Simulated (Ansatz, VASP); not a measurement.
**Y in VASP and in Ansatz**

```
Y
1.0
    -2.02086    2.02086    2.02086
     2.02086   -2.02086    2.02086
     2.02086    2.02086   -2.02086
Y
1
Direct
  0.00000 0.00000 0.00000
```

Alike in both runs: task relaxation of cell and atoms; functional PBE; k mesh 11 × 11 × 11; occupations fermi-dirac, width 0.1 eV; no spin polarisation.

```csv
,VASP,Ansatz
version,VASP 6.6.1,Ansatz 0.2.0
potentials or method,"VASP PAW PBE potentials, release 64 (Y_sv), cutoff 600 eV","plane waves (420 eV) with PAW, scalar-relativistic"
valence electrons in the cell,11,11
```

|  | VASP | Ansatz | Ansatz less VASP |
| --- | --- | --- | --- |
| relaxed volume (Å³/atom) | 33.01 | 33.10 | +0.093 |
| relaxed cell length with the largest relative difference (Å) | 3.500 | 3.504 | +0.0033 |

Noted on VASP's run: the relaxation stopped at its first step, so nothing moved.
